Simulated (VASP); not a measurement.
# Si16N (a cell with a defect) in VASP: a series of runs

Si16N (a cell with a defect) is run at these levels: LDA; tasks: single point.

Program: VASP 6.6.1. These are calculated values, not measurements. Logs are shortened: lines on timing, memory, paths and dates and some standing lists are left out, and cuts for length are marked.

## Step 1: The cell of the first run

The cell holds a defect, 17 atoms: a = 7.679 Å, b = 7.679 Å, c = 7.679 Å, α = 60.00°, β = 60.00°, γ = 60.00°.

## Step 2: Single point, LDA, collinear spin, ferromagnetic start

The input, INCAR:

```
ALGO = Normal ; EDIFF = 1E-7
ENCUT = 520 ; GGA = CA
ISIF = 2 ; ISMEAR = 0
ISPIN = 2 ; LASPH = T
LCHARG = F ; LORBIT = 11
LREAL = Auto ; LWAVE = F
MAGMOM = 0 0 0 0 0 0 0 0 0 0 0 0 0 0 0 0 1 ; NBANDS = 52
NELM = 150 ; PREC = Accurate
SIGMA = 0.02
```

The input, KPOINTS:

```
k-points
0
Gamma
  2 2 2
```

The input, POSCAR:

```
Si16N
1.0
    0.0000000000      5.4300000000      5.4300000000
    5.4300000000      0.0000000000      5.4300000000
    5.4300000000      5.4300000000      0.0000000000
Si N
16 1
Direct
    0.1215744748     -0.0566912312     -0.0485987930
    0.0664333806      0.1515552937      0.1503860716
   -0.0285059407      0.0107727224      0.5206258592
    0.1296176354      0.1364178688      0.6019935467
   -0.0299381337      0.5219043109      0.0105368075
    0.1276702001      0.5956389552      0.1429165886
   -0.0137169716      0.5087615946      0.5150114121
    0.1098592529      0.6370957322      0.6369073919
    0.4659716472      0.0276669508      0.0239615746
    0.6337191393      0.1465291767      0.1386354448
    0.4963275369      0.0135820565      0.5042831437
    0.5968616901      0.1396787760      0.6503975119
    0.4942040416      0.5124823395      0.0091276822
    0.5952017414      0.6539776931      0.1386783348
    0.4839039556      0.5140881499      0.5129348750
    0.6119750946      0.6383853674      0.6342138137
    0.8995754554      0.0972535435      0.0960649346
```

Potentials or basis: VASP PAW LDA potentials, release 64 (Si, N).

The run is started by

```console
cat potpaw_LDA.64/Si/POTCAR potpaw_LDA.64/N/POTCAR > POTCAR
mpirun -np 1 vasp_std > vasp.out
```

OUTCAR:

```text
EDIFF = 1E-7
   ENCUT = 520
   GGA = CA
   ISIF = 2
   ISMEAR = 0
   ISPIN = 2
   LASPH = T
   LORBIT = 11
   LREAL = Auto
   NELM = 150
   PREC = Accurate

 ion  position               nearest neighbor table
   1  0.122  0.943  0.951-  17 1.72   6 2.30   4 2.31   2 2.49  10 3.09  13 3.11
   2  0.066  0.152  0.150-  17 1.80   5 2.33   3 2.33   1 2.49   9 2.51
   3  0.971  0.011  0.521-   4 2.31   2 2.33   8 2.34  12 2.35
   4  0.130  0.136  0.602-  11 2.31   3 2.31   1 2.31   7 2.35
   5  0.970  0.522  0.011-   6 2.30   2 2.33   8 2.34  14 2.35
   6  0.128  0.596  0.143-   5 2.30   1 2.30  13 2.31   7 2.35
   7  0.986  0.509  0.515-   8 2.34   6 2.35  16 2.35   4 2.35
   8  0.110  0.637  0.637-   7 2.34   3 2.34   5 2.34  15 2.35
   9  0.466  0.028  0.024-  12 2.34  14 2.34   2 2.51  10 2.53
  10  0.634  0.147  0.139-  17 1.76  11 2.30  13 2.30   9 2.53   1 3.09
  11  0.496  0.014  0.504-  10 2.30   4 2.31  12 2.34  16 2.35
  12  0.597  0.140  0.650-  11 2.34   9 2.34  15 2.35   3 2.35
  13  0.494  0.512  0.009-  10 2.30   6 2.31  14 2.34  16 2.35   1 3.11
  14  0.595  0.654  0.139-  13 2.34   9 2.34  15 2.35   5 2.35
  15  0.484  0.514  0.513-  16 2.34   8 2.35  14 2.35  12 2.35
  16  0.612  0.638  0.634-  15 2.34   7 2.35  13 2.35  11 2.35
  17  0.900  0.097  0.096-   1 1.72  10 1.76   2 1.80

  LATTYP: Found a face centered cubic cell.
 ALAT       =    10.8600000000

  Lattice vectors:

 A1 = (   0.0000000000,   5.4300000000,   5.4300000000)
 A2 = (   5.4300000000,   0.0000000000,   5.4300000000)
 A3 = (   5.4300000000,   5.4300000000,   0.0000000000)

Analysis of symmetry for initial positions (statically):
=====================================================================
 Subroutine PRICEL returns:
 Original cell was already a primitive cell.

 Routine SETGRP: Setting up the symmetry group for a
 face centered cubic supercell.

 Subroutine GETGRP returns: Found  1 space group operations
 (whereof  1 operations were pure point group operations)
 out of a pool of 48 trial point group operations.

The static configuration has the point symmetry C_1 .

Analysis of symmetry for dynamics (positions and initial velocities):
=====================================================================
 Subroutine PRICEL returns:
 Original cell was already a primitive cell.

 Routine SETGRP: Setting up the symmetry group for a
 face centered cubic supercell.

 Subroutine GETGRP returns: Found  1 space group operations
 (whereof  1 operations were pure point group operations)
 out of a pool of 48 trial point group operations.

The dynamic configuration has the point symmetry C_1 .

Analysis of structural, dynamic, and magnetic symmetry:
[... 168 lines left out ...]
  ---------------------------------------------------
  free energy    TOTEN  =      -102.11254367 eV

  energy without entropy =     -102.11050949  energy(sigma->0) =     -102.11152658

 E-fermi :   6.0351     XC(G=0):  -9.7416

 val. band max:        6.0325037131   @ k =   0.0000   0.0000   0.0000
 cond. band min:       6.0417126157   @ k =   0.0000   0.5000   0.0000
 fundamental gap:      0.0092089026
 Fermi energy:         6.0350816444

 spin component 1

 k-point     1 :       0.0000    0.0000    0.0000
  band No.  band energies     occupation
      1     -10.4844      1.00000
      2      -5.7791      1.00000
      3      -4.1934      1.00000
      4      -3.8170      1.00000
      5      -3.7998      1.00000
      6      -3.2001      1.00000
[... 381 lines left out ...]
     45       9.8979      0.00000
     46      10.0580      0.00000
 Fermi energy:         6.0350816444

 spin component 2

 k-point     1 :       0.0000    0.0000    0.0000
  band No.  band energies     occupation
      1     -10.4774      1.00000
      2      -5.7743      1.00000
      3      -4.1846      1.00000
      4      -3.8112      1.00000
      5      -3.7929      1.00000
      6      -3.1922      1.00000
[... 381 lines left out ...]
     45       9.9046      0.00000
     46      10.0668      0.00000
 [bands above 46 left out]

------------------------ aborting loop because EDIFF is reached ----------------------------------------

  FORCE on cell =-STRESS in cart. coord.  units (eV):
  Direction    XX          YY          ZZ          XY          YZ          ZX
  --------------------------------------------------------------------------------------
  -------------------------------------------------------------------------------------
  Total        5.4923547     -1.6569731     -1.2382762     -0.2957588     -2.2066474     -0.4053293
  in kB       27.4814522     -8.2908021     -6.1958178     -1.4798537    -11.0411433     -2.0280985
  external PRESSURE =       4.3316108 kB  Pullay stress =       0.0000000 kB

 VOLUME and BASIS-vectors are now :
 -----------------------------------------------------------------------------
  energy-cutoff  :      520.00
  volume of cell :      320.21
      direct lattice vectors                 reciprocal lattice vectors
     0.000000000  5.430000000  5.430000000    -0.092081031  0.092081031  0.092081031
     5.430000000  0.000000000  5.430000000     0.092081031 -0.092081031  0.092081031
     5.430000000  5.430000000  0.000000000     0.092081031  0.092081031 -0.092081031

 POSITION                                       TOTAL-FORCE (eV/Angst)
 -----------------------------------------------------------------------------------
     10.28828      5.82626      5.78232        -0.033973      0.005021      0.009672
      1.63954      1.17733      1.18368        -0.000605      0.017452      0.016430
      2.88549      8.10221      5.33371         0.000176      0.000331      0.000537
      4.00957      3.97265      1.44457        -0.004964      0.004983     -0.007221
      2.89116      5.32465      8.10138        -0.002265     -0.006143      0.005931
      4.01036      1.46929      3.92757        -0.006197      0.003785      0.002170
[... 9 lines left out ...]
      6.91021      6.76681      6.78946         0.006708     -0.001731      0.001742
      1.04972      5.40633      5.41278         0.029548     -0.004571     -0.003897
 -----------------------------------------------------------------------------------
    total drift:                                0.002769     -0.002453     -0.000772

  FREE ENERGIE OF THE ION-ELECTRON SYSTEM (eV)
  ---------------------------------------------------
  free  energy   TOTEN  =      -102.1125436709 eV

  energy  without entropy=     -102.1105094855  energy(sigma->0) =     -102.11152658

 total charge

# of ion       s       p       d       tot
------------------------------------------
    1        0.780   0.928   0.000   1.708
    2        0.742   0.910   0.000   1.652
    3        0.754   0.967   0.000   1.721
    4        0.761   0.975   0.000   1.736
    5        0.755   0.967   0.000   1.721
    6        0.761   0.977   0.000   1.738
[... 9 lines left out ...]
   16        0.746   0.959   0.000   1.705
   17        1.240   2.583   0.000   3.824
--------------------------------------------------
tot         13.314  17.818   0.000  31.131

 magnetization (x)

# of ion       s       p       d       tot
------------------------------------------
    1        0.003   0.009   0.000   0.012
    2        0.000   0.002   0.000   0.002
    3        0.001   0.001   0.000   0.002
    4        0.001   0.002   0.000   0.002
    5        0.000   0.000   0.000   0.001
    6        0.001   0.002   0.000   0.003
[... 9 lines left out ...]
   16        0.000   0.001   0.000   0.001
   17        0.000   0.001   0.000   0.002
--------------------------------------------------
tot          0.011   0.031   0.000   0.042
```

stdout:

```text
POSCAR found type information on POSCAR SiN
 POSCAR found :  2 types and      17 ions
 scaLAPACK will be used
 LDA part: xc-table for (Slater(with rela. corr.)+CA(PZ))
 , standard interpolation
 POSCAR, INCAR and KPOINTS ok, starting setup
 FFT: planning ... GRIDC
 FFT: planning ... GRID_SOFT
 FFT: planning ... GRID
 WAVECAR not read
 entering main loop
```

Run time: 5.5 min. Hardware: 1 thread of Intel Xeon 6975P-C (Granite Rapids), shared host; peak memory 0.48 GiB.

What came out:

| Property | Result |
| --- | --- |
| Free energy | -102.1125 eV |
| Pressure | 0.4 GPa |
| Largest force | 0.036 eV/Å |
| Net moment | 0.12 μB per cell |
| Valence electrons inside the program's atomic spheres | Si 1.71, 1.65, 1.72, 1.74, 1.70, 1.68, 1.73; N 3.82 |

Forces in eV/Å, atoms in the order of the input:
```
Si  -0.034  0.005  0.010
Si  -0.001  0.017  0.016
Si   0.000  0.000  0.001
Si  -0.005  0.005 -0.007
Si  -0.002 -0.006  0.006
Si  -0.006  0.004  0.002
Si   0.003  0.001  0.001
Si   0.006 -0.005 -0.005
Si   0.021 -0.003  0.004
Si  -0.004 -0.015 -0.022
Si   0.001  0.000  0.010
Si  -0.003  0.000 -0.009
Si  -0.004  0.002 -0.004
Si  -0.002  0.000 -0.001
Si  -0.005  0.000  0.001
Si   0.007 -0.002  0.002
N    0.030 -0.005 -0.004
```

Stress tensor (GPa, compression positive):
```
 2.75 -0.15 -0.20
-0.15 -0.83 -1.10
-0.20 -1.10 -0.62
```

Levels at points of the mesh, in eV from the Fermi level:
Spin up:
```
           k point  band 30  band 31  band 32  band 33  band 34  band 35  band 36  band 37  band 38  band 39
(0.00, 0.00, 0.00)    -1.18    -1.17    -0.72    -0.42    -0.21    -0.19     0.00     0.57     0.64     0.74
(0.50, 0.00, 0.00)    -1.54    -1.29    -1.03    -0.67    -0.17    -0.13     0.83     1.22     1.32     1.39
(0.00, 0.50, 0.00)    -1.52    -1.11    -1.05    -0.95    -0.64    -0.02     1.00     1.15     1.24     1.29
(0.00, 0.00, 0.50)    -1.53    -1.09    -1.05    -0.94    -0.64    -0.07     1.01     1.17     1.26     1.29
(0.50, 0.50, 0.50)    -1.45    -1.40    -1.00    -0.94    -0.49     0.35     0.91     1.19     1.31     1.33
(0.50, 0.50, 0.00)    -1.76    -1.63    -1.43    -1.34    -0.91     0.44     1.08     1.45     2.08     2.21
(0.00, 0.50, 0.50)    -1.75    -1.61    -1.52    -1.49    -0.29     0.29     0.81     1.24     1.73     2.09
(0.50, 0.00, 0.50)    -1.75    -1.63    -1.44    -1.33    -0.93     0.41     1.08     1.46     2.07     2.21
```
Spin down:
```
           k point  band 32  band 33  band 34  band 35  band 36  band 37
(0.00, 0.00, 0.00)    -0.71    -0.41    -0.21    -0.19     0.01     0.57
(0.50, 0.00, 0.00)    -1.02    -0.66    -0.15    -0.12     0.84     1.23
(0.00, 0.50, 0.00)    -1.04    -0.94    -0.64     0.01     1.01     1.15
(0.00, 0.00, 0.50)    -1.04    -0.93    -0.64    -0.05     1.02     1.18
(0.50, 0.50, 0.50)    -0.99    -0.93    -0.49     0.37     0.93     1.19
(0.50, 0.50, 0.00)    -1.43    -1.33    -0.90     0.46     1.08     1.45
(0.00, 0.50, 0.50)    -1.52    -1.49    -0.26     0.30     0.82     1.25
(0.50, 0.00, 0.50)    -1.43    -1.32    -0.92     0.43     1.08     1.46
```

Caveat: the k points lie up to 0.50 Å⁻¹ apart.

## Step 3: Single point, LDA, collinear spin, ferromagnetic start

The input, INCAR:

```
PREC = Accurate
ENCUT = 520
EDIFF = 1E-7
ISMEAR = 0
SIGMA = 0.02
LREAL = Auto
LASPH = True
NELM = 150
ALGO = Normal
ISIF = 2
LWAVE = False
LCHARG = False
ISPIN = 2
MAGMOM = 0 0 0 0 0 0 0 0 0 0 0 0 0 0 0 0 1
LORBIT = 11
NBANDS = 52
```

The input, KPOINTS:

```
regular mesh
0
Gamma
  2 2 2
```

The input, POSCAR:

```
Si16N
1.0
    0.0000000000      5.4300000000      5.4300000000
    5.4300000000      0.0000000000      5.4300000000
    5.4300000000      5.4300000000      0.0000000000
Si N
16 1
Direct
   -0.0061702864     -0.0055524856      0.0244970923
    0.1402312398      0.1354141588      0.1081648352
   -0.0033014769     -0.0081001258      0.4792046222
    0.0036599099      0.1380568646      0.6737300982
    0.0157634193      0.5093896456     -0.0138871315
    0.1533758694      0.6294850772      0.1020353851
    0.0618239169      0.4942019387      0.4718866738
    0.1566810691      0.6288233313      0.6122627044
    0.5148359297      0.0087525870     -0.0095120638
    0.6275611520      0.1378012684      0.1238377946
    0.4898272543      0.0417845569      0.4894398107
    0.6304257317      0.1407580860      0.6154282594
    0.5278037604      0.5106718924     -0.0237066734
    0.6416955330      0.6350039790      0.1120422274
    0.5319187182      0.5118308862      0.4860067394
    0.6626036909      0.6374744091      0.6029155284
    0.2236464388      0.2177378503      0.5296491976
```

Potentials or basis: VASP PAW LDA potentials, release 64 (Si, N).

The run is started by

```console
cat potpaw_LDA.64/Si/POTCAR potpaw_LDA.64/N/POTCAR > POTCAR
mpirun -np 1 vasp_std > vasp.out
```

It took 6.2 min on 1 thread of Intel Xeon 6975P-C (Granite Rapids), shared host; peak memory 0.47 GiB.

Results (log left out):

- Free energy: -102.1129 eV
- Pressure: 0.4 GPa
- Largest force: 0.039 eV/Å
- Net moment: 0.00 μB per cell
- Valence electrons inside the program's atomic spheres: Si 1.73, 1.70, 1.74, 1.71, 1.72, 1.65, 1.68; N 3.82

Forces on the atoms (eV/Å):
```
Si  -0.009 -0.007  0.005
Si   0.005  0.002  0.004
Si   0.003  0.007  0.006
Si   0.011 -0.007 -0.036
Si  -0.003 -0.004  0.001
Si   0.006  0.000 -0.003
Si   0.001 -0.006  0.001
Si  -0.002 -0.001  0.002
Si  -0.005 -0.002 -0.001
Si  -0.008 -0.003 -0.002
Si   0.004  0.009  0.005
Si   0.000  0.013  0.003
Si   0.003  0.009 -0.003
Si   0.003  0.001  0.004
Si  -0.002 -0.007  0.002
Si  -0.001 -0.001  0.003
N   -0.007 -0.002  0.011
```

Stress tensor (GPa, compression positive):
```
-0.55  1.48 -0.18
 1.48 -0.94  0.28
-0.18  0.28  2.56
```

Levels at points of the mesh, in eV from the Fermi level:
Spin up:
```tsv
k point	band 31	band 32	band 33	band 34	band 35	band 36	band 37	band 38
(0.00, 0.00, 0.00)	-1.19	-0.74	-0.43	-0.23	-0.19	-0.02	0.54	0.62
(0.50, 0.00, 0.00)	-1.31	-1.04	-0.66	-0.19	-0.15	0.82	1.21	1.32
(0.00, 0.50, 0.00)	-1.42	-1.02	-0.93	-0.50	0.33	0.91	1.17	1.31
(0.00, 0.00, 0.50)	-1.11	-1.07	-0.95	-0.66	-0.06	1.00	1.15	1.25
(0.50, 0.50, 0.50)	-1.13	-1.07	-0.96	-0.66	0.02	0.98	1.13	1.22
(0.50, 0.50, 0.00)	-1.63	-1.53	-1.51	-0.25	0.27	0.78	1.24	1.70
(0.00, 0.50, 0.50)	-1.65	-1.45	-1.34	-0.94	0.46	1.07	1.44	2.06
(0.50, 0.00, 0.50)	-1.64	-1.44	-1.33	-0.96	0.41	1.07	1.46	2.04
```
Spin down:
| k point | band 30 | band 31 | band 32 | band 33 | band 34 | band 35 | band 36 | band 37 | band 38 | band 39 |
| --- | --- | --- | --- | --- | --- | --- | --- | --- | --- | --- |
| (0.00, 0.00, 0.00) | -1.19 | -1.19 | -0.74 | -0.43 | -0.23 | -0.19 | -0.02 | 0.54 | 0.62 | 0.75 |
| (0.50, 0.00, 0.00) | -1.55 | -1.31 | -1.04 | -0.66 | -0.19 | -0.15 | 0.82 | 1.21 | 1.32 | 1.38 |
| (0.00, 0.50, 0.00) | -1.46 | -1.42 | -1.02 | -0.93 | -0.50 | 0.33 | 0.91 | 1.17 | 1.31 | 1.31 |
| (0.00, 0.00, 0.50) | -1.54 | -1.11 | -1.07 | -0.95 | -0.66 | -0.06 | 1.00 | 1.15 | 1.25 | 1.30 |
| (0.50, 0.50, 0.50) | -1.54 | -1.13 | -1.07 | -0.96 | -0.66 | 0.02 | 0.98 | 1.13 | 1.22 | 1.28 |
| (0.50, 0.50, 0.00) | -1.75 | -1.63 | -1.53 | -1.51 | -0.25 | 0.27 | 0.78 | 1.24 | 1.70 | 2.07 |
| (0.00, 0.50, 0.50) | -1.78 | -1.65 | -1.45 | -1.34 | -0.94 | 0.46 | 1.07 | 1.44 | 2.06 | 2.22 |
| (0.50, 0.00, 0.50) | -1.76 | -1.64 | -1.44 | -1.33 | -0.96 | 0.41 | 1.07 | 1.46 | 2.04 | 2.22 |

Caveat: the k points lie up to 0.50 Å⁻¹ apart.
